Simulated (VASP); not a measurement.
# InAsS3 (I4mm) in VASP: single point with PBE

Aim: the single point of InAsS3 with PBE.

All numbers are computed with VASP 6.6.1; they aren't measurements. Logs are shortened: lines on timing, memory, paths and dates and some standing lists are left out, and cuts for length are marked.

**1. The cell of the first run**

The structure is tetragonal, space group I4mm (No. 107). The conventional cell has a = 4.628 Å, b = 4.628 Å, c = 10.769 Å, α = 90.00°, β = 90.00°, γ = 90.00°. In (site symmetry 4mm) has 12 S at 3.38 to 3.60 Å and 5 As at 3.69 Å within 4.4 Å. As (site symmetry 4mm) has 5 S at 2.53 to 2.55 Å within 3.3 Å. Within 3.3 Å of S (site symmetry 4mm) lie 1 As at 2.53 Å and 4 S at 2.92 Å. Within 3.4 Å of S (site symmetry 2mm) lie 2 As at 2.55 Å and 6 S at 2.92 to 3.27 Å.

**2. Single point, PBE**

File INCAR:

```
SYSTEM = InAsS3
ALGO = Normal ; EDIFF = 1E-6
ENCUT = 520 ; GGA = PE
ISIF = 2 ; ISMEAR = 0
LASPH = .TRUE. ; LCHARG = .TRUE.
LELF = .TRUE. ; LREAL = .FALSE.
LVHAR = .TRUE. ; LWAVE = .FALSE.
NBANDS = 26 ; NELM = 60
PREC = Accurate ; SIGMA = 0.1
```

File KPOINTS:

```
k-points
0
G
  6 6 6
  0 0 0
```

File POSCAR:

```
InAsS3
1.0
   -2.3142014700      2.3142014700      5.3845044200
    2.3142014700     -2.3142014700      5.3845044200
    2.3142014700      2.3142014700     -5.3845044200
In As S
1 1 3
Direct
    0.0043806600      0.0043806600      0.0000000000
    0.6616827200      0.6616827200      0.0000000000
    0.4268558900      0.4268558900      0.0000000000
    0.2610403700      0.7610403700      0.5000000000
    0.7610403700      0.2610403700      0.5000000000
```

Potentials or basis: VASP PAW PBE potentials, release 64 (In_d, As, S).

Launch:

```sh
cat potpaw_PBE.64/In_d/POTCAR potpaw_PBE.64/As/POTCAR potpaw_PBE.64/S/POTCAR > POTCAR
mpirun -np 1 vasp_std > vasp.out
```

OUTCAR:

```text
SYSTEM = InAsS3
   EDIFF = 1E-6
   ENCUT = 520
   GGA = PE
   ISIF = 2
   ISMEAR = 0
   LASPH = .TRUE.
   LREAL = .FALSE.
   NELM = 60
   PREC = Accurate

 ion  position               nearest neighbor table
   1  0.004  0.004  0.000-   3 3.38   3 3.38   3 3.38   3 3.38
   2  0.662  0.662  0.000-   3 2.53   5 2.55   4 2.55   4 2.55   5 2.55
   3  0.427  0.427  0.000-   2 2.53   1 3.38   1 3.38   1 3.38   1 3.38
   4  0.261  0.761  0.500-   2 2.55   2 2.55
   5  0.761  0.261  0.500-   2 2.55   2 2.55

  LATTYP: Found a body centered tetragonal cell.
 ALAT       =     4.6284029400
 C/A-ratio  =     2.3267224094

  Lattice vectors:

 A1 = (  -2.3142014700,   2.3142014700,   5.3845044200)
 A2 = (   2.3142014700,  -2.3142014700,   5.3845044200)
 A3 = (   2.3142014700,   2.3142014700,  -5.3845044200)

Analysis of symmetry for initial positions (statically):
=====================================================================
 Subroutine PRICEL returns:
 Original cell was already a primitive cell.

 Routine SETGRP: Setting up the symmetry group for a
 body centered tetragonal supercell.

 Subroutine GETGRP returns: Found  8 space group operations
 (whereof  8 operations were pure point group operations)
 out of a pool of 16 trial point group operations.

The static configuration has the point symmetry C_4v.

Analysis of symmetry for dynamics (positions and initial velocities):
=====================================================================
 Subroutine PRICEL returns:
 Original cell was already a primitive cell.

 Routine SETGRP: Setting up the symmetry group for a
 body centered tetragonal supercell.

 Subroutine GETGRP returns: Found  8 space group operations
 (whereof  8 operations were pure point group operations)
 out of a pool of 16 trial point group operations.

The dynamic configuration has the point symmetry C_4v.

 Subroutine INISYM returns: Found  8 space group operations
 (whereof  8 operations are pure point group operations),
 and found     1 'primitive' translations

----------------------------------------------------------------------------------------

                                     Primitive cell

  volume of cell :     115.3475

  direct lattice vectors                    reciprocal lattice vectors
    -2.314201470  2.314201470  5.384504420     0.000000000  0.216057248  0.092859056
     2.314201470 -2.314201470  5.384504420     0.216057248  0.000000000  0.092859056
     2.314201470  2.314201470 -5.384504420     0.216057248  0.216057248  0.000000000

  length of vectors
     6.301106628  6.301106628  6.301106628     0.235167044  0.235167044  0.305551090

  position of ions in fractional coordinates (direct lattice)
     0.004380660  0.004380660  0.000000000
     0.661682720  0.661682720  0.000000000
     0.426855890  0.426855890  0.000000000
     0.261040370  0.761040370  0.500000000
     0.761040370  0.261040370  0.500000000

  ion indices of the primitive-cell ions
   primitive index   ion index
                 1           1
                 2           2
                 3           3
                 4           4
                 5           5

----------------------------------------------------------------------------------------

 KPOINTS: k-points

Automatic generation of k-mesh.
 Grid dimensions read from file:
 generate k-points for:    6    6    6

 Generating k-lattice:

  Cartesian coordinates                     Fractional coordinates (reciprocal lattice)
     0.000000000  0.036009541  0.015476509     0.166666667  0.000000000  0.000000000
     0.036009541  0.000000000  0.015476509     0.000000000  0.166666667  0.000000000
     0.036009541  0.036009541  0.000000000     0.000000000  0.000000000  0.166666667

  Length of vectors
     0.039194507  0.039194507  0.050925182

  Shift w.r.t. Gamma in fractional coordinates (k-lattice)
     0.000000000  0.000000000  0.000000000

 Subroutine IBZKPT returns following result:
 ===========================================

 Found     30 irreducible k-points:

 Following reciprocal coordinates:
            Coordinates               Weight
  0.000000  0.000000  0.000000      1.000000
  0.166667  0.000000  0.000000      8.000000
  0.333333 -0.000000  0.000000      8.000000
  0.500000 -0.000000  0.000000      4.000000
  0.166667  0.166667  0.000000      8.000000
  0.333333  0.166667  0.000000     16.000000
[... 16 lines left out ...]
 -0.333333 -0.333333  0.166667      8.000000
 -0.166667 -0.333333  0.166667      8.000000
 [... further k-points ...]
   k-points           NKPTS =     30   k-points in BZ     NKDIM =     30   number of bands    NBANDS=     26
   number of dos      NEDOS =    301   number of ions     NIONS =      5
   total plane-waves  NPLWV = 110592
   dimension x,y,z NGX =    48 NGY =   48 NGZ =   48
   dimension x,y,z NGXF=    96 NGYF=   96 NGZF=   96
   ions per type =               1   1   3
   NGX,Y,Z   is equivalent  to a cutoff of  12.66, 12.66, 12.66 a.u.
   NGXF,Y,Z  is equivalent  to a cutoff of  25.33, 25.33, 25.33 a.u.
 SYSTEM =  InAsS3
   PREC   = accura    normal or accurate (medium, high low for compatibility)
   ISTART =      0    job   : 0-new  1-cont  2-samecut
   ICHARG =      2    charge: 1-file 2-atom 10-const
   ISPIN  =      1    spin polarized calculation?
   LNONCOLLINEAR =      F non collinear calculations
   LSORBIT =      F    spin-orbit coupling
   LASPH  =      T    aspherical Exc in radial PAW
   ENCUT  =  520.0 eV  38.22 Ry    6.18 a.u.  11.72 11.72 11.72*2*pi/ulx,y,z
   NELM   =     60;   NELMIN=  2; NELMDL= -5     # of ELM steps
   EDIFF  = 0.1E-05   stopping-criterion for ELM
   LREAL  =      F    real-space projection
   EDIFFG = 0.1E-04   stopping-criterion for IOM
   NSW    =      0    number of steps for IOM
   IBRION =     -1    ionic relax: 0-MD 1-quasi-New 2-CG
   NFREE  =      0    steps in history (QN), initial steepest desc. (CG)
   ISIF   =      2    stress and relaxation
   ISYM   =      2    0-nonsym 1-usesym 2-fastsym
   POTIM  = 0.5000    time-step for ionic-motion
   TEBEG  =    0.0;   TEEND  =   0.0 temperature during run
   PSTRESS=    0.0 pullay stress
   NELECT =      36.0000    total number of electrons
   NUPDOWN=      -1.0000    fix difference up-down
   EMIN   =  10.00;   EMAX   =-10.00  energy-range for DOS
   EFERMI =   0.00;   METHOD = LEGACY
   ISMEAR =     0;   SIGMA  =   0.10  broadening in eV -4-tet -1-fermi 0-gaus
   EFERMI_NEDOS =   21; number of points for ismear=-14 and -15
   IALGO  =     38    algorithm
   IMIX   =      4    mixing-type and parameters
     AMIX     =   0.40;   BMIX     =  1.00
     AMIX_MAG =   1.60;   BMIX_MAG =  1.00
  volume/ion in A,a.u.               =      23.07       155.68
  Fermi-wavevector in a.u.,A,eV,Ry     =   1.110469  2.098482 16.777897  1.233141
  Thomas-Fermi vector in A             =   2.247021
   LORBIT       =      0    0 simple, 1 ext, 2 COOP (PROOUT), +10 PAW based schemes
   GGA     = PE    functional components
   LHFCALC =     F    Hartree Fock is set to
   AEXX    =    0.0000 exact exchange contribution
   IVDW    =     0    specifies the selected vdW correction
   LEPSILON=     F    determine dielectric tensor
   LRPA    =     F    only Hartree local field effects (RPA)
 non-spin polarized calculation
 Gauss-broadening in eV      SIGMA  =   0.10
  energy-cutoff  :      520.00
  volume of cell :      115.35
 maximum number of plane-waves:      3140
   NGX = 23   NGY = 23   NGZ = 23

 number of electron      35.9999999 magnetization

 Free energy of the ion-electron system (eV)
  ---------------------------------------------------
  ext. energy  EPLUGINS =         0.00000000
  ---------------------------------------------------
  free energy    TOTEN  =       -17.63267343 eV

  energy without entropy =      -17.60613992  energy(sigma->0) =      -17.61940667

 E-fermi :   4.6311     XC(G=0):  -9.6217

 val. band max:        4.6302004959   @ k =  -0.1667   0.1667   0.0000
 cond. band min:       4.6442884706   @ k =   0.5000   0.5000   0.5000
 fundamental gap:      0.0140879748
 Fermi energy:         4.6310786663

 k-point     1 :       0.0000    0.0000    0.0000
  band No.  band energies     occupation
      1      -9.9807      2.00000
      2      -9.4195      2.00000
      3      -9.4005      2.00000
      4      -9.4005      2.00000
      5      -9.3967      2.00000
      6      -9.3823      2.00000
[... 18 lines left out ...]
     25      10.4875      0.00000
     26      10.5664      0.00000

 k-point     2 :       0.1667    0.0000    0.0000
  band No.  band energies     occupation
      1      -9.8310      2.00000
      2      -9.4150      2.00000
      3      -9.4044      2.00000
      4      -9.4000      2.00000
      5      -9.3937      2.00000
      6      -9.3843      2.00000
[... 18 lines left out ...]
     25       9.7635      0.00000
     26      11.5820      0.00000

 k-point     3 :       0.3333   -0.0000    0.0000
  band No.  band energies     occupation
      1      -9.4833      2.00000
      2      -9.4113      2.00000
      3      -9.3990      2.00000
      4      -9.3901      2.00000
      5      -9.3884      2.00000
      6      -9.3312      2.00000
[... 18 lines left out ...]
     25       9.1056      0.00000
     26      11.7262      0.00000

 k-point     4 :       0.5000   -0.0000    0.0000
  band No.  band energies     occupation
      1      -9.4445      2.00000
      2      -9.4088      2.00000
      3      -9.3985      2.00000
      4      -9.3904      2.00000
      5      -9.3857      2.00000
      6      -8.9540      2.00000
[... 18 lines left out ...]
     25       8.6762      0.00000
     26      12.2625      0.00000
[... 496 lines left out ...]
      1      -9.4665      2.00000
      2      -9.4128      2.00000
      3      -9.3985      2.00000
      4      -9.3900      2.00000
      5      -9.3883      2.00000
      6      -9.1808      2.00000
[... 18 lines left out ...]
     25       9.0085      0.00000
     26      12.0364      0.00000

 k-point    23 :      -0.3333   -0.3333    0.1667
  band No.  band energies     occupation
      1      -9.5398      2.00000
      2      -9.4167      2.00000
      3      -9.4022      2.00000
      4      -9.3932      2.00000
      5      -9.3902      2.00000
      6      -9.3352      2.00000
[... 18 lines left out ...]
     25       9.3780      0.00000
     26      11.7735      0.00000

 k-point    24 :      -0.1667   -0.3333    0.1667
  band No.  band energies     occupation
      1      -9.7113      2.00000
      2      -9.4172      2.00000
      3      -9.3993      2.00000
      4      -9.3963      2.00000
      5      -9.3938      2.00000
      6      -9.3843      2.00000
[... 18 lines left out ...]
     25       9.5298      0.00000
     26      11.4296      0.00000

 [... further k-points ...]

------------------------ aborting loop because EDIFF is reached ----------------------------------------

  FORCE on cell =-STRESS in cart. coord.  units (eV):
  Direction    XX          YY          ZZ          XY          YZ          ZX
  --------------------------------------------------------------------------------------
  -------------------------------------------------------------------------------------
  Total       -1.0408821     -1.0408821     -3.1206527      0.0000000      0.0000000      0.0000000
  in kB      -14.4578612    -14.4578612    -43.3458936      0.0000000      0.0000000      0.0000000
  external PRESSURE =     -24.0872053 kB  Pullay stress =       0.0000000 kB

 VOLUME and BASIS-vectors are now :
 -----------------------------------------------------------------------------
  energy-cutoff  :      520.00
  volume of cell :      115.35
      direct lattice vectors                 reciprocal lattice vectors
    -2.314201470  2.314201470  5.384504420     0.000000000  0.216057248  0.092859056
     2.314201470 -2.314201470  5.384504420     0.216057248  0.000000000  0.092859056
     2.314201470  2.314201470 -5.384504420     0.216057248  0.216057248  0.000000000

 POSITION                                       TOTAL-FORCE (eV/Angst)
 -----------------------------------------------------------------------------------
      0.00000      0.00000      0.04718        -0.000000     -0.000000      0.081349
      0.00000      0.00000      7.12567        -0.000000     -0.000000     -0.179556
      0.00000      0.00000      4.59681         0.000000      0.000000      2.163500
      2.31420      0.00000      2.81115         0.000000     -0.000000     -1.032646
      0.00000      2.31420      2.81115        -0.000000      0.000000     -1.032646
 -----------------------------------------------------------------------------------
    total drift:                                0.000000      0.000000      0.000585

  FREE ENERGIE OF THE ION-ELECTRON SYSTEM (eV)
  ---------------------------------------------------
  free  energy   TOTEN  =       -17.6326734294 eV

  energy  without entropy=      -17.6061399177  energy(sigma->0) =      -17.61940667
```

Wall time 89 s (1 thread of Intel Xeon Platinum 8488C (Sapphire Rapids), shared host); peak memory 0.36 GiB.

What came out:

```yaml
Free_energy: -17.6327 eV
Pressure: -2.4 GPa
Largest_force: 2.163 eV/Å
Band_gap_on_the_k_mesh: zero (band 18 reaches 4.99 eV, above the bottom of band 19 at 4.31 eV)
```

Forces in eV/Å, atoms in the order of the input:
```
In   0.000  0.000  0.081
As   0.000  0.000 -0.180
S    0.000  0.000  2.163
S    0.000  0.000 -1.033
S    0.000  0.000 -1.033
```

Levels at points of the mesh, in eV from the Fermi level:
```csv
k point,band 14,band 15,band 16,band 17,band 18,band 19,band 20,band 21,band 22,band 23
"(0.00, 0.00, 0.00)",-2.81,-2.81,-1.78,-1.50,-0.32,-0.32,1.26,2.92,2.92,5.31
"(0.50, 0.00, 0.00)",-3.06,-1.75,-1.34,-0.51,0.14,0.18,2.00,2.12,2.80,3.28
"(0.50, 0.50, 0.00)",-3.17,-2.36,-0.66,-0.26,0.36,0.54,1.92,2.70,3.15,3.87
"(0.50, 0.50, 0.50)",-2.13,-2.13,-1.57,-0.18,-0.18,0.01,2.16,2.16,2.18,3.09
```

Caveat: spin-orbit coupling is left out, which moves the levels of the heavy elements; forces of over 1 eV/Å act on the atoms, so gaps and moduli don't describe the material at rest.
